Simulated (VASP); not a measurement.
A run of VASP 6.6.1:

INCAR

```
SYSTEM = Te2Mo
  PREC = Accurate
  ENCUT = 520
  EDIFF = 1E-7
  ISMEAR = 0
  SIGMA = 0.02
  LREAL = .FALSE.
  LASPH = .TRUE.
  NELM = 60
  ALGO = Normal
  ISIF = 2
  LWAVE = .FALSE.
  LCHARG = .TRUE.
  LDIPOL = .TRUE.
  IDIPOL = 3
  DIPOL = 0.5 0.5 0.500
  GGA = PE
  IVDW = 12
  LELF = .TRUE.
  LVHAR = .TRUE.
  LVACPOTAV = .TRUE.
  NBANDS = 20
```

The input KPOINTS:

```
Automatic mesh
0
G
  12 12 1
  0 0 0
```

Contents of POSCAR:

```
Te2Mo
1.0
    3.7491646472      0.0000000000      0.0000000000
   -1.8745823236      3.2468718274      0.0000000000
    0.0000000000      0.0000000000     33.2702079551
Te Mo
2 1
Direct
    0.3333333333      0.6666666667      0.4456625147
    0.3333333333      0.6666666667      0.5543374853
    0.6666666667      0.3333333333      0.5000000000
```

Potentials or basis: VASP PAW PBE potentials, release 64 (Te, Mo_sv).

Launch:

```sh
$ cat potpaw_PBE.64/Te/POTCAR potpaw_PBE.64/Mo_sv/POTCAR > POTCAR
$ mpirun -np 1 vasp_std > vasp.out
```

Hardware: 1 thread of Intel(R) Xeon(R) 6975P-C (Granite Rapids), with other jobs on the host.

Task: How long does it take, and how much memory?

Result: Wall time 2.6 min on 1 thread of Intel(R) Xeon(R) 6975P-C (Granite Rapids), with other jobs on the host, peak memory 0.53 GiB. Counts: scf iterations 24, k points 19.
